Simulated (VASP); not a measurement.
# GaN (Fm-3m) in VASP: notebook

Runs on GaN. Level: PBEsol. Tasks: electric field gradients.

Program: VASP 6.6.1. These are calculated values, not measurements. Logs are shortened: lines on timing, memory, paths and dates and some standing lists are left out, and cuts for length are marked.

## (1) The cell of the first run

The structure is cubic, space group Fm-3m (No. 225). The conventional cell has a = 3.998 Å, b = 3.998 Å, c = 3.998 Å, α = 90.00°, β = 90.00°, γ = 90.00°. Ga (site symmetry m-3m) has 6 N at 2.00 Å within 2.6 Å. N (site symmetry m-3m) has 6 Ga at 2.00 Å within 2.6 Å.

## (2) Electric field gradients, PBEsol (volume scaled by 1.01)

File INCAR:

```
SYSTEM = GaN
PREC = Accurate
ENCUT = 520
EDIFF = 1E-8
ISMEAR = -1
SIGMA = 0.02
LREAL = .False.
LASPH = .True.
NELM = 100
ALGO = Normal
ISIF = 2
LWAVE = .False.
LCHARG = .False.
GGA = PS
LEFG = .True.
NBANDS = 16
```

File KPOINTS:

```
Automatic mesh
0
Gamma
  13 13 13
  0 0 0
```

File POSCAR:

```
GaN
1.0
    0.0000000000      1.9991196500      1.9991196500
    1.9991196500      0.0000000000      1.9991196500
    1.9991196500      1.9991196500      0.0000000000
Ga N
1 1
Direct
    0.5000000000      0.5000000000      0.5000000000
    0.0000000000      0.0000000000      0.0000000000
```

Potentials or basis: VASP PAW PBE potentials, release 64 (Ga_d, N).

Launch:

```bash
cat potpaw_PBE.64/Ga_d/POTCAR potpaw_PBE.64/N/POTCAR > POTCAR
mpirun -np 1 vasp_std > vasp.out
```

OUTCAR:

```text
SYSTEM = GaN
   PREC = Accurate
   ENCUT = 520
   EDIFF = 1E-8
   ISMEAR = -1
   LREAL = .False.
   LASPH = .True.
   NELM = 100
   ISIF = 2
   GGA = PS

 ion  position               nearest neighbor table
   1  0.500  0.500  0.500-   2 2.00   2 2.00   2 2.00   2 2.00   2 2.00   2 2.00
   2  0.000  0.000  0.000-   1 2.00   1 2.00   1 2.00   1 2.00   1 2.00   1 2.00

  LATTYP: Found a face centered cubic cell.
 ALAT       =     3.9982393000

  Lattice vectors:

 A1 = (   0.0000000000,   1.9991196500,   1.9991196500)
 A2 = (   1.9991196500,   0.0000000000,   1.9991196500)
 A3 = (   1.9991196500,   1.9991196500,   0.0000000000)

Analysis of symmetry for initial positions (statically):
=====================================================================
 Subroutine PRICEL returns:
 Original cell was already a primitive cell.

 Routine SETGRP: Setting up the symmetry group for a
 face centered cubic supercell.

 Subroutine GETGRP returns: Found 48 space group operations
 (whereof 48 operations were pure point group operations)
 out of a pool of 48 trial point group operations.

The static configuration has the point symmetry O_h .

Analysis of symmetry for dynamics (positions and initial velocities):
=====================================================================
 Subroutine PRICEL returns:
 Original cell was already a primitive cell.

 Routine SETGRP: Setting up the symmetry group for a
 face centered cubic supercell.

 Subroutine GETGRP returns: Found 48 space group operations
 (whereof 48 operations were pure point group operations)
 out of a pool of 48 trial point group operations.

The dynamic configuration has the point symmetry O_h .

 Subroutine INISYM returns: Found 48 space group operations
 (whereof 48 operations are pure point group operations),
 and found     1 'primitive' translations

----------------------------------------------------------------------------------------

                                     Primitive cell

  volume of cell :      15.9789

  direct lattice vectors                    reciprocal lattice vectors
     0.000000000  1.999119650  1.999119650    -0.250110092  0.250110092  0.250110092
     1.999119650  0.000000000  1.999119650     0.250110092 -0.250110092  0.250110092
     1.999119650  1.999119650  0.000000000     0.250110092  0.250110092 -0.250110092

  length of vectors
     2.827182122  2.827182122  2.827182122     0.433203387  0.433203387  0.433203387

  position of ions in fractional coordinates (direct lattice)
     0.500000000  0.500000000  0.500000000
     0.000000000  0.000000000  0.000000000

  ion indices of the primitive-cell ions
   primitive index   ion index
                 1           1
                 2           2

----------------------------------------------------------------------------------------

 KPOINTS: Automatic mesh

Automatic generation of k-mesh.
 Grid dimensions read from file:
 generate k-points for:   13   13   13

 Generating k-lattice:

  Cartesian coordinates                     Fractional coordinates (reciprocal lattice)
    -0.019239238  0.019239238  0.019239238     0.076923077  0.000000000  0.000000000
     0.019239238 -0.019239238  0.019239238     0.000000000  0.076923077  0.000000000
     0.019239238  0.019239238 -0.019239238     0.000000000  0.000000000  0.076923077

  Length of vectors
     0.033323337  0.033323337  0.033323337

  Shift w.r.t. Gamma in fractional coordinates (k-lattice)
     0.000000000  0.000000000  0.000000000

 Subroutine IBZKPT returns following result:
 ===========================================

 Found     84 irreducible k-points:

 Following reciprocal coordinates:
            Coordinates               Weight
  0.000000  0.000000  0.000000      1.000000
  0.076923  0.000000  0.000000      8.000000
  0.153846  0.000000  0.000000      8.000000
  0.230769  0.000000  0.000000      8.000000
  0.307692  0.000000  0.000000      8.000000
  0.384615  0.000000  0.000000      8.000000
[... 16 lines left out ...]
  0.384615  0.153846  0.000000     24.000000
  0.461538  0.153846  0.000000     24.000000
 [... further k-points ...]
   k-points           NKPTS =     84   k-points in BZ     NKDIM =     84   number of bands    NBANDS=     16
   number of dos      NEDOS =    301   number of ions     NIONS =      2
   total plane-waves  NPLWV =  13824
   dimension x,y,z NGX =    24 NGY =   24 NGZ =   24
   dimension x,y,z NGXF=    48 NGYF=   48 NGZF=   48
   ions per type =               1   1
   NGX,Y,Z   is equivalent  to a cutoff of  14.11, 14.11, 14.11 a.u.
   NGXF,Y,Z  is equivalent  to a cutoff of  28.23, 28.23, 28.23 a.u.
 SYSTEM =  GaN
   PREC   = accura    normal or accurate (medium, high low for compatibility)
   ISTART =      0    job   : 0-new  1-cont  2-samecut
   ICHARG =      2    charge: 1-file 2-atom 10-const
   ISPIN  =      1    spin polarized calculation?
   LNONCOLLINEAR =      F non collinear calculations
   LSORBIT =      F    spin-orbit coupling
   LASPH  =      T    aspherical Exc in radial PAW
   ENCUT  =  520.0 eV  38.22 Ry    6.18 a.u.   5.26  5.26  5.26*2*pi/ulx,y,z
   NELM   =    100;   NELMIN=  2; NELMDL= -5     # of ELM steps
   EDIFF  = 0.1E-07   stopping-criterion for ELM
   LREAL  =      F    real-space projection
   EDIFFG = 0.1E-06   stopping-criterion for IOM
   NSW    =      0    number of steps for IOM
   IBRION =     -1    ionic relax: 0-MD 1-quasi-New 2-CG
   NFREE  =      0    steps in history (QN), initial steepest desc. (CG)
   ISIF   =      2    stress and relaxation
   ISYM   =      2    0-nonsym 1-usesym 2-fastsym
   POTIM  = 0.5000    time-step for ionic-motion
   TEBEG  =    0.0;   TEEND  =   0.0 temperature during run
   PSTRESS=    0.0 pullay stress
   NELECT =      18.0000    total number of electrons
   NUPDOWN=      -1.0000    fix difference up-down
   EMIN   =  10.00;   EMAX   =-10.00  energy-range for DOS
   EFERMI =   0.00;   METHOD = LEGACY
   ISMEAR =    -1;   SIGMA  =   0.02  broadening in eV -4-tet -1-fermi 0-gaus
   EFERMI_NEDOS =   21; number of points for ismear=-14 and -15
   IALGO  =     38    algorithm
   IMIX   =      4    mixing-type and parameters
     AMIX     =   0.40;   BMIX     =  1.00
     AMIX_MAG =   1.60;   BMIX_MAG =  1.00
  volume/ion in A,a.u.               =       7.99        53.92
  Fermi-wavevector in a.u.,A,eV,Ry     =   1.703401  3.218961 39.478321  2.901575
  Thomas-Fermi vector in A             =   2.782994
   LORBIT       =      0    0 simple, 1 ext, 2 COOP (PROOUT), +10 PAW based schemes
   GGA     = PS    functional components
   LHFCALC =     F    Hartree Fock is set to
   AEXX    =    0.0000 exact exchange contribution
   IVDW    =     0    specifies the selected vdW correction
   LEPSILON=     F    determine dielectric tensor
   LRPA    =     F    only Hartree local field effects (RPA)
 non-spin polarized calculation
  energy-cutoff  :      520.00
  volume of cell :       15.98
 maximum number of plane-waves:       444
 NGX is ok and might be reduce to    24
   NGX = 11   NGY = 11   NGZ = 11

 number of electron      18.0000000 magnetization

 Free energy of the ion-electron system (eV)
  ---------------------------------------------------
  ext. energy  EPLUGINS =         0.00000000
  ---------------------------------------------------
  free energy    TOTEN  =       -11.83847070 eV

  energy without entropy =      -11.83847070  energy(sigma->0) =      -11.83847070

 E-fermi :  10.4411     XC(G=0): -14.2675

 val. band max:       10.0378583718   @ k =  -0.2308   0.1538   0.0000
 cond. band min:      11.7828381631   @ k =   0.4615   0.4615   0.0000
 fundamental gap:      1.7449797913
 Fermi energy:        10.4411270287

 k-point     1 :       0.0000    0.0000    0.0000
  band No.  band energies     occupation
      1      -9.1171      2.00000
      2      -3.9126      2.00000
      3      -3.9126      2.00000
      4      -3.9126      2.00000
      5      -3.7626      2.00000
      6      -3.7626      2.00000
[... 8 lines left out ...]
     15      28.3032      0.00000
     16      28.3032      0.00000

 k-point     2 :       0.0769    0.0000    0.0000
  band No.  band energies     occupation
      1      -8.9802      2.00000
      2      -3.9232      2.00000
      3      -3.9027      2.00000
      4      -3.9027      2.00000
      5      -3.7784      2.00000
      6      -3.7784      2.00000
[... 8 lines left out ...]
     15      27.8213      0.00000
     16      27.8213      0.00000
[... 387 lines left out ...]
      5      -3.5663      2.00000
      6      -3.4952      2.00000
[... 8 lines left out ...]
     15      32.3095      0.00000
     16      34.7038      0.00000

 k-point    24 :       0.4615    0.1538    0.0000
  band No.  band energies     occupation
      1      -5.9917      2.00000
      2      -4.2351      2.00000
      3      -4.0494      2.00000
      4      -3.9347      2.00000
      5      -3.5368      2.00000
      6      -3.2328      2.00000
[... 8 lines left out ...]
     15      32.6902      0.00000
     16      36.0338      0.00000

 [... further k-points ...]
[... 5 lines left out ...]
  --------------------------------------------------------------------------------------
  -------------------------------------------------------------------------------------
  Total        5.4698255      5.4698255      5.4698255     -0.0000000      0.0000000      0.0000000
  in kB      548.4508254    548.4508254    548.4508254     -0.0000000      0.0000000      0.0000000
  external PRESSURE =     548.4508254 kB  Pullay stress =       0.0000000 kB

 VOLUME and BASIS-vectors are now :
 -----------------------------------------------------------------------------
  energy-cutoff  :      520.00
  volume of cell :       15.98
      direct lattice vectors                 reciprocal lattice vectors
     0.000000000  1.999119650  1.999119650    -0.250110092  0.250110092  0.250110092
     1.999119650  0.000000000  1.999119650     0.250110092 -0.250110092  0.250110092
     1.999119650  1.999119650  0.000000000     0.250110092  0.250110092 -0.250110092

 POSITION                                       TOTAL-FORCE (eV/Angst)
 -----------------------------------------------------------------------------------
      1.99912      1.99912      1.99912        -0.000000      0.000000      0.000000
      0.00000      0.00000      0.00000         0.000000     -0.000000     -0.000000
 -----------------------------------------------------------------------------------
    total drift:                                0.000000     -0.000000      0.000000

  FREE ENERGIE OF THE ION-ELECTRON SYSTEM (eV)
  ---------------------------------------------------
  free  energy   TOTEN  =       -11.8384706994 eV

  energy  without entropy=      -11.8384706994  energy(sigma->0) =      -11.83847070

 Electric field gradients (V/A^2)
---------------------------------------------------------------------
 ion       V_xx      V_yy      V_zz      V_xy      V_xz      V_yz
---------------------------------------------------------------------
   1       0.000     0.000     0.000    -0.002    -0.002    -0.002
   2      -0.000    -0.000    -0.000    -0.000    -0.000    -0.000
---------------------------------------------------------------------

 Electric field gradients after diagonalization (V/A^2)
 (convention: |V_zz| > |V_xx| > |V_yy|)
----------------------------------------------------------------------
 ion       V_xx      V_yy      V_zz     asymmetry (V_yy - V_xx)/ V_zz
----------------------------------------------------------------------
   1       0.002     0.002    -0.004       0.000
   2       0.000     0.000    -0.000       0.000
----------------------------------------------------------------------

           NMR quadrupolar parameters

 Cq : quadrupolar parameter    Cq=e*Q*V_zz/h
 eta: asymmetry parameters     (V_yy - V_xx)/ V_zz
 Q  : nuclear electric quadrupole moment in mb (millibarn)
----------------------------------------------------------------------
 ion       Cq(MHz)       eta       Q (mb)
----------------------------------------------------------------------
   1      -0.000       0.000       1.000
   2      -0.000       0.000       1.000
----------------------------------------------------------------------
```

Run time: 21 s. Hardware: 1 thread of Intel Xeon Platinum 8259CL at 2.50GHz (Skylake/Cascade Lake), shared host; peak memory 0.15 GiB.

Results:

| Item | Value |
| --- | --- |
| Free energy | -11.8385 eV |
| Pressure | 54.8 GPa |
| Band gap on the k mesh | 1.74 eV, indirect (least direct gap 5.07 eV) |

Levels at points of the mesh, in eV from the valence-band top:
```
           k point  band 5  band 6  band 7  band 8  band 9  band 10  band 11  band 12  band 13  band 14
(0.00, 0.00, 0.00)  -13.80  -13.80   -0.75   -0.75   -0.75     4.32    15.63    15.63    15.63    16.43
```

Caveat: without QUAD_EFG the Cq values of the log hold for a quadrupole moment of 1 mb, not for the nuclei; the PAW data sets were made with another functional, which shifts forces and pressure a little. A k mesh can miss the band edges.

## (3) Electric field gradients, PBEsol (volume scaled by 1.01)

File INCAR:

```
  PREC = Accurate
  ENCUT = 520
  EDIFF = 1E-8
  ISMEAR = -1
  SIGMA = 0.02
  LREAL = False
  LASPH = True
  NELM = 100
  ALGO = Normal
  ISIF = 2
  LWAVE = False
  LCHARG = False
  GGA = PS
  LEFG = True
  NBANDS = 16
```

File KPOINTS:

```
Automatic mesh
0
Gamma
  13 13 13
```

POSCAR is that of step 2.

Potentials or basis: VASP PAW PBE potentials, release 64 (Ga_d, N).

Launch:

```bash
cat potpaw_PBE.64/Ga_d/POTCAR potpaw_PBE.64/N/POTCAR > POTCAR
mpirun -np 1 vasp_std > vasp.out
```

OUTCAR:

```text
PREC = Accurate
   ENCUT = 520
   EDIFF = 1E-8
   ISMEAR = -1
   LREAL = False
   LASPH = True
   NELM = 100
   ISIF = 2
   GGA = PS

 ion  position               nearest neighbor table
   1  0.500  0.500  0.500-   2 2.00   2 2.00   2 2.00   2 2.00   2 2.00   2 2.00
   2  0.000  0.000  0.000-   1 2.00   1 2.00   1 2.00   1 2.00   1 2.00   1 2.00

  LATTYP: Found a face centered cubic cell.
 ALAT       =     3.9982393000

  Lattice vectors:

 A1 = (   0.0000000000,   1.9991196500,   1.9991196500)
 A2 = (   1.9991196500,   0.0000000000,   1.9991196500)
 A3 = (   1.9991196500,   1.9991196500,   0.0000000000)

Analysis of symmetry for initial positions (statically):
[... 666 lines left out ...]
  free  energy   TOTEN  =       -11.8384706994 eV

  energy  without entropy=      -11.8384706994  energy(sigma->0) =      -11.83847070

 Electric field gradients (V/A^2)
---------------------------------------------------------------------
 ion       V_xx      V_yy      V_zz      V_xy      V_xz      V_yz
---------------------------------------------------------------------
   1       0.000     0.000     0.000    -0.002    -0.002    -0.002
   2      -0.000    -0.000    -0.000    -0.000    -0.000    -0.000
---------------------------------------------------------------------

 Electric field gradients after diagonalization (V/A^2)
 (convention: |V_zz| > |V_xx| > |V_yy|)
----------------------------------------------------------------------
 ion       V_xx      V_yy      V_zz     asymmetry (V_yy - V_xx)/ V_zz
----------------------------------------------------------------------
   1       0.002     0.002    -0.004       0.000
   2       0.000     0.000    -0.000       0.000
----------------------------------------------------------------------

           NMR quadrupolar parameters

 Cq : quadrupolar parameter    Cq=e*Q*V_zz/h
 eta: asymmetry parameters     (V_yy - V_xx)/ V_zz
 Q  : nuclear electric quadrupole moment in mb (millibarn)
----------------------------------------------------------------------
 ion       Cq(MHz)       eta       Q (mb)
----------------------------------------------------------------------
   1      -0.000       0.000       1.000
   2      -0.000       0.000       1.000
----------------------------------------------------------------------
```

OSZICAR:

```text
N       E                     dE             d eps       ncg     rms          rms(c)
DAV:   1     0.764654074975E+02    0.76465E+02   -0.88593E+03  2912   0.226E+03
DAV:   2    -0.951081611480E+01   -0.85976E+02   -0.79761E+02  3152   0.336E+02
DAV:   3    -0.136796631141E+02   -0.41688E+01   -0.41563E+01  3040   0.631E+01
DAV:   4    -0.137155852269E+02   -0.35922E-01   -0.35919E-01  3360   0.603E+00
DAV:   5    -0.137158975983E+02   -0.31237E-03   -0.31237E-03  3184   0.524E-01    0.746E+00
DAV:   6    -0.118981544169E+02    0.18177E+01   -0.35719E+00  3952   0.466E+01    0.250E+00
DAV:   7    -0.118629002740E+02    0.35254E-01   -0.27340E-01  3072   0.498E+00    0.161E+00
DAV:   8    -0.118400354871E+02    0.22865E-01   -0.22649E-02  3696   0.249E+00    0.362E-01
DAV:   9    -0.118385420242E+02    0.14935E-02   -0.52330E-03  3600   0.231E+00    0.780E-02
DAV:  10    -0.118384705338E+02    0.71490E-04   -0.32402E-04  3024   0.233E-01    0.216E-02
DAV:  11    -0.118384699012E+02    0.63262E-06   -0.34349E-05  3528   0.820E-02    0.156E-02
DAV:  12    -0.118384706900E+02   -0.78882E-06   -0.78362E-07  3248   0.972E-03    0.433E-03
DAV:  13    -0.118384706994E+02   -0.93642E-08   -0.13902E-08  2792   0.222E-03
   1 F= -.11838471E+02 E0= -.11838471E+02  d E =-.184728E-10
```

stdout:

```text
POSCAR found type information on POSCAR GaN
 POSCAR found :  2 types and       2 ions
 scaLAPACK will be used
 -----------------------------------------------------------------------------
|                                                                             |
|                                                                             |
|     You enforced a specific xc type in the INCAR file but a different       |
|     I HOPE YOU KNOW WHAT YOU ARE DOING!                                     |
|                                                                             |
 -----------------------------------------------------------------------------

 LDA part: xc-table for (Slater+PW92), standard interpolation
 POSCAR, INCAR and KPOINTS ok, starting setup
 FFT: planning ... GRIDC
 FFT: planning ... GRID_SOFT
 FFT: planning ... GRID
 WAVECAR not read
 entering main loop
ion   1

ion   2
```

It took 20 s on 1 thread of Intel Xeon Platinum 8259CL at 2.50GHz (Skylake/Cascade Lake), shared host; peak memory 0.15 GiB.

What came out:

| Property | Result |
| --- | --- |
| Free energy | -11.8385 eV |
| Pressure | 54.8 GPa |
| Band gap on the k mesh | 1.74 eV, indirect (least direct gap 5.07 eV) |

Levels at points of the mesh, in eV from the valence-band top:
```tsv
k point	band 5	band 6	band 7	band 8	band 9	band 10	band 11	band 12	band 13	band 14
(0.00, 0.00, 0.00)	-13.80	-13.80	-0.75	-0.75	-0.75	4.32	15.63	15.63	15.63	16.43
```

Caveat: without QUAD_EFG the Cq values of the log hold for a quadrupole moment of 1 mb, not for the nuclei; the PAW data sets were made with another functional, which shifts forces and pressure a little. A k mesh can miss the band edges.
